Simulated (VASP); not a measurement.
# Ir (Pmma) in VASP: single point with PBE

Aim: the single point of Ir with PBE.

Program: VASP 6.6.1. These are calculated values, not measurements. Logs are shortened: lines on timing, memory, paths and dates and some standing lists are left out, and cuts for length are marked.

### Step 1. The cell of the first run

Symmetry: Pmma, No. 51, orthorhombic system. The conventional cell has a = 12.238 Å, b = 2.233 Å, c = 7.193 Å, α = 90.00°, β = 90.00°, γ = 90.00°. Within 3.0 Å of Ir (site symmetry mm2) lie 2 Ir at 2.23 Å.

### Step 2. Single point, PBE, collinear spin

Input file INCAR:

```
PREC     = Accurate       # precision mode
ENCUT    = 560            # plane-wave cutoff, eV
EDIFF    = 1E-6           # SCF threshold, eV
ISMEAR   = 0              # smearing method
SIGMA    = 0.1            # smearing width, eV
LREAL    = False          # projectors in reciprocal space
LASPH    = True           # aspherical terms in the spheres
NELM     = 200            # most SCF steps
ALGO     = Normal         # electronic algorithm
ISIF     = 2              # what is computed and relaxed
LWAVE    = False          # write WAVECAR
LCHARG   = True           # write CHGCAR
ISPIN    = 2              # spin polarisation
MAGMOM   = 0.75 0.75      # initial moments
LORBIT   = 11             # projections on sites
LMAXMIX  = 4              # l up to which the mixer works
GGA      = PE             # functional
LELF     = True           # ELF
LVHAR    = True         
NBANDS   = 28             # bands
GGA_COMPAT= False
```

Input file KPOINTS:

```
Automatic mesh
0
Gamma
  1 4 2
```

Input file POSCAR:

```
Ir
1.0
   12.2384552500      0.0000000000      0.0000000000
    0.0000000000      2.2334312600      0.0000000000
    0.0000000000      0.0000000000      7.1930008000
Ir
2
Direct
    0.2500000000      0.0000000000      0.1639884000
    0.7500000000      0.0000000000      0.8360116000
```

Potentials or basis: VASP PAW PBE potentials, release 64 (Ir_sv_GW).

Started as:

```bash
$ cat potpaw_PBE.64/Ir_sv_GW/POTCAR > POTCAR
$ mpirun -np 1 vasp_std > vasp.out
```

OUTCAR:

```text
PREC = Accurate
   ENCUT = 560
   EDIFF = 1E-6
   ISMEAR = 0
   LREAL = False
   LASPH = True
   NELM = 200
   ISIF = 2
   ISPIN = 2
   LORBIT = 11
   GGA = PE

 ion  position               nearest neighbor table
   1  0.250  0.000  0.164-
   2  0.750  0.000  0.836-

  LATTYP: Found a simple orthorhombic cell.
 ALAT       =     2.2334312600
 B/A-ratio  =     3.2206054105
 C/A-ratio  =     5.4796650648

  Lattice vectors:

 A1 = (   0.0000000000,   2.2334312600,   0.0000000000)
 A2 = (   0.0000000000,   0.0000000000,   7.1930008000)
 A3 = (  12.2384552500,   0.0000000000,   0.0000000000)

Analysis of symmetry for initial positions (statically):
=====================================================================
 Subroutine PRICEL returns:
 Original cell was already a primitive cell.

 Routine SETGRP: Setting up the symmetry group for a
 simple orthorhombic supercell.

 Subroutine GETGRP returns: Found  8 space group operations
 (whereof  4 operations were pure point group operations)
 out of a pool of  8 trial point group operations.

The static configuration has the point symmetry C_2h.
 The point group associated with its full space group is D_2h.

Analysis of symmetry for dynamics (positions and initial velocities):
=====================================================================
 Subroutine PRICEL returns:
 Original cell was already a primitive cell.

 Routine SETGRP: Setting up the symmetry group for a
 simple orthorhombic supercell.

 Subroutine GETGRP returns: Found  8 space group operations
 (whereof  4 operations were pure point group operations)
 out of a pool of  8 trial point group operations.

The dynamic configuration has the point symmetry C_2h.
 The point group associated with its full space group is D_2h.

Analysis of structural, dynamic, and magnetic symmetry:
=====================================================================
 Subroutine PRICEL returns:
 Original cell was already a primitive cell.

 Routine SETGRP: Setting up the symmetry group for a
 simple orthorhombic supercell.

 Subroutine GETGRP returns: Found  8 space group operations
 (whereof  4 operations were pure point group operations)
 out of a pool of  8 trial point group operations.

The overall configuration has the point symmetry C_2h.
 The point group associated with its full space group is D_2h.

 Subroutine INISYM returns: Found  8 space group operations
 (whereof  4 operations are pure point group operations),
 and found     1 'primitive' translations

----------------------------------------------------------------------------------------

                                     Primitive cell

  volume of cell :     196.6117

  direct lattice vectors                    reciprocal lattice vectors
    12.238455250  0.000000000  0.000000000     0.081709659  0.000000000  0.000000000
     0.000000000  2.233431260  0.000000000     0.000000000  0.447741562  0.000000000
     0.000000000  0.000000000  7.193000800     0.000000000  0.000000000  0.139024036

  length of vectors
    12.238455250  2.233431260  7.193000800     0.081709659  0.447741562  0.139024036

  position of ions in fractional coordinates (direct lattice)
     0.250000000  0.000000000  0.163988400
     0.750000000  0.000000000  0.836011600

  ion indices of the primitive-cell ions
   primitive index   ion index
                 1           1
                 2           2

----------------------------------------------------------------------------------------

 KPOINTS: Automatic mesh

Automatic generation of k-mesh.
 Grid dimensions read from file:
 generate k-points for:    1    4    2

 Generating k-lattice:

  Cartesian coordinates                     Fractional coordinates (reciprocal lattice)
     0.081709659  0.000000000  0.000000000     1.000000000  0.000000000  0.000000000
     0.000000000  0.111935390  0.000000000     0.000000000  0.250000000  0.000000000
     0.000000000  0.000000000  0.069512018     0.000000000  0.000000000  0.500000000

  Length of vectors
     0.081709659  0.111935390  0.069512018

  Shift w.r.t. Gamma in fractional coordinates (k-lattice)
     0.000000000  0.000000000  0.000000000

 Subroutine IBZKPT returns following result:
 ===========================================

 Found      6 irreducible k-points:

 Following reciprocal coordinates:
            Coordinates               Weight
  0.000000  0.000000  0.000000      1.000000
  0.000000  0.250000  0.000000      2.000000
  0.000000  0.500000  0.000000      1.000000
  0.000000  0.000000  0.500000      1.000000
  0.000000  0.250000  0.500000      2.000000
  0.000000  0.500000  0.500000      1.000000
   k-points           NKPTS =      6   k-points in BZ     NKDIM =      6   number of bands    NBANDS=     28
   number of dos      NEDOS =    301   number of ions     NIONS =      2
   total plane-waves  NPLWV =  96768
   dimension x,y,z NGX =    96 NGY =   18 NGZ =   56
   dimension x,y,z NGXF=   192 NGYF=   36 NGZF=  112
   ions per type =               2
   NGX,Y,Z   is equivalent  to a cutoff of  13.04, 13.40, 12.94 a.u.
   NGXF,Y,Z  is equivalent  to a cutoff of  26.08, 26.80, 25.89 a.u.
 SYSTEM =  unknown system
   PREC   = accura    normal or accurate (medium, high low for compatibility)
   ISTART =      0    job   : 0-new  1-cont  2-samecut
   ICHARG =      2    charge: 1-file 2-atom 10-const
   ISPIN  =      2    spin polarized calculation?
   LNONCOLLINEAR =      F non collinear calculations
   LSORBIT =      F    spin-orbit coupling
   LASPH  =      T    aspherical Exc in radial PAW
   ENCUT  =  560.0 eV  41.16 Ry    6.42 a.u.  23.61  4.31 13.88*2*pi/ulx,y,z
   NELM   =    200;   NELMIN=  2; NELMDL= -5     # of ELM steps
   EDIFF  = 0.1E-05   stopping-criterion for ELM
   LREAL  =      F    real-space projection
   EDIFFG = 0.1E-04   stopping-criterion for IOM
   NSW    =      0    number of steps for IOM
   IBRION =     -1    ionic relax: 0-MD 1-quasi-New 2-CG
   NFREE  =      0    steps in history (QN), initial steepest desc. (CG)
   ISIF   =      2    stress and relaxation
   ISYM   =      2    0-nonsym 1-usesym 2-fastsym
   POTIM  = 0.5000    time-step for ionic-motion
   TEBEG  =    0.0;   TEEND  =   0.0 temperature during run
   PSTRESS=    0.0 pullay stress
   NELECT =      34.0000    total number of electrons
   NUPDOWN=      -1.0000    fix difference up-down
   EMIN   =  10.00;   EMAX   =-10.00  energy-range for DOS
   EFERMI =   0.00;   METHOD = LEGACY
   ISMEAR =     0;   SIGMA  =   0.10  broadening in eV -4-tet -1-fermi 0-gaus
   EFERMI_NEDOS =   21; number of points for ismear=-14 and -15
   IALGO  =     38    algorithm
   IMIX   =      4    mixing-type and parameters
     AMIX     =   0.40;   BMIX     =  1.00
     AMIX_MAG =   1.60;   BMIX_MAG =  1.00
  volume/ion in A,a.u.               =      98.31       663.40
  Fermi-wavevector in a.u.,A,eV,Ry     =   0.912077  1.723575 11.318468  0.831884
  Thomas-Fermi vector in A             =   2.036430
   LORBIT       =     11    0 simple, 1 ext, 2 COOP (PROOUT), +10 PAW based schemes
   GGA     = PE    functional components
   LHFCALC =     F    Hartree Fock is set to
   AEXX    =    0.0000 exact exchange contribution
   IVDW    =     0    specifies the selected vdW correction
   LEPSILON=     F    determine dielectric tensor
   LRPA    =     F    only Hartree local field effects (RPA)
 spin polarized calculation
 Gauss-broadening in eV      SIGMA  =   0.10
  energy-cutoff  :      560.00
  volume of cell :      196.61
 maximum number of plane-waves:      5953
 NGX is ok and might be reduce to    96
   NGX = 47   NGY =  9   NGZ = 27

 number of electron      34.0000000 magnetization       0.0242234

 number of electron      34.0000000 magnetization      -0.0003353

 Free energy of the ion-electron system (eV)
  ---------------------------------------------------
  ext. energy  EPLUGINS =         0.00000000
  ---------------------------------------------------
  free energy    TOTEN  =       -11.79933263 eV

  energy without entropy =      -11.78963236  energy(sigma->0) =      -11.79448250

 E-fermi :  -3.7921     XC(G=0):  -4.3289

 val. band max:       -3.9285487561   @ k =   0.0000   0.2500   0.5000
 cond. band min:      -3.6368719198   @ k =   0.0000   0.5000   0.0000
 fundamental gap:      0.2916768363
 Fermi energy:        -3.7921248230

 spin component 1

 k-point     1 :       0.0000    0.0000    0.0000
  band No.  band energies     occupation
      1     -95.3513      1.00000
      2     -95.3513      1.00000
      3     -52.0916      1.00000
      4     -52.0915      1.00000
      5     -52.0915      1.00000
      6     -52.0915      1.00000
[... 20 lines left out ...]
     27       3.9931      0.00000
     28       4.2339      0.00000
[... 125 lines left out ...]
 k-point     6 :       0.0000    0.5000    0.5000
  band No.  band energies     occupation
      1     -95.1003      1.00000
      2     -95.1001      1.00000
      3     -53.4215      1.00000
      4     -53.4213      1.00000
      5     -51.8012      1.00000
      6     -51.8010      1.00000
[... 20 lines left out ...]
     27       8.7695      0.00000
     28       9.0188      0.00000
 Fermi energy:        -3.7921248230

 spin component 2

 k-point     1 :       0.0000    0.0000    0.0000
  band No.  band energies     occupation
      1     -95.3514      1.00000
      2     -95.3513      1.00000
      3     -52.0916      1.00000
      4     -52.0916      1.00000
      5     -52.0915      1.00000
      6     -52.0915      1.00000
[... 20 lines left out ...]
     27       3.9926      0.00000
     28       4.2340      0.00000
[... 125 lines left out ...]
 k-point     6 :       0.0000    0.5000    0.5000
  band No.  band energies     occupation
      1     -95.1004      1.00000
      2     -95.1001      1.00000
      3     -53.4216      1.00000
      4     -53.4213      1.00000
      5     -51.8013      1.00000
      6     -51.8011      1.00000
[... 20 lines left out ...]
     27       8.7694      0.00000
     28       9.0186      0.00000

------------------------ aborting loop because EDIFF is reached ----------------------------------------

  FORCE on cell =-STRESS in cart. coord.  units (eV):
  Direction    XX          YY          ZZ          XY          YZ          ZX
  --------------------------------------------------------------------------------------
  -------------------------------------------------------------------------------------
  Total       -0.3616474      5.7187787     -0.3535078      0.0000000      0.0000000     -0.0000000
  in kB       -2.9470440     46.6020013     -2.8807146      0.0000000      0.0000000     -0.0000000
  external PRESSURE =      13.5914143 kB  Pullay stress =       0.0000000 kB

 VOLUME and BASIS-vectors are now :
 -----------------------------------------------------------------------------
  energy-cutoff  :      560.00
  volume of cell :      196.61
      direct lattice vectors                 reciprocal lattice vectors
    12.238455250  0.000000000  0.000000000     0.081709659  0.000000000  0.000000000
     0.000000000  2.233431260  0.000000000     0.000000000  0.447741562  0.000000000
     0.000000000  0.000000000  7.193000800     0.000000000  0.000000000  0.139024036

 POSITION                                       TOTAL-FORCE (eV/Angst)
 -----------------------------------------------------------------------------------
      3.05961      0.00000      1.17957         0.000000     -0.000000     -0.000622
      9.17884      0.00000      6.01343        -0.000000      0.000000      0.000622
 -----------------------------------------------------------------------------------
    total drift:                                0.000000      0.000000     -0.000000

  FREE ENERGIE OF THE ION-ELECTRON SYSTEM (eV)
  ---------------------------------------------------
  free  energy   TOTEN  =       -11.7993326311 eV

  energy  without entropy=      -11.7896323594  energy(sigma->0) =      -11.79448250

 total charge

# of ion       s       p       d       f       tot
--------------------------------------------------
    1        4.715   6.054   6.237   0.030  17.036
    2        4.715   6.054   6.237   0.030  17.036
--------------------------------------------------
tot          9.431  12.107  12.473   0.061  34.072

 magnetization (x)

# of ion       s       p       d       f       tot
--------------------------------------------------
    1       -0.000  -0.000  -0.000   0.000  -0.000
    2       -0.000  -0.000  -0.000   0.000  -0.000
--------------------------------------------------
tot         -0.000  -0.000  -0.000   0.000  -0.000
```

Run time: 1.8 min. Hardware: 1 thread of Intel Xeon Platinum 8259CL at 2.50GHz (Skylake/Cascade Lake), shared host; peak memory 0.38 GiB.

What came out:

| Item | Value |
| --- | --- |
| Free energy | -11.7993 eV |
| Pressure | 1.4 GPa |
| Band gap on the k mesh | zero (filled and empty bands overlap) |
| Net moment | 0.00 μB per cell |

Caveat: the k points lie up to 0.70 Å⁻¹ apart, too coarse for converged energies and pressures of a metal; spin-orbit coupling is left out, which moves the levels of the heavy elements.

The gap in the log of VASP goes by the Fermi energy; the results here count the filled bands.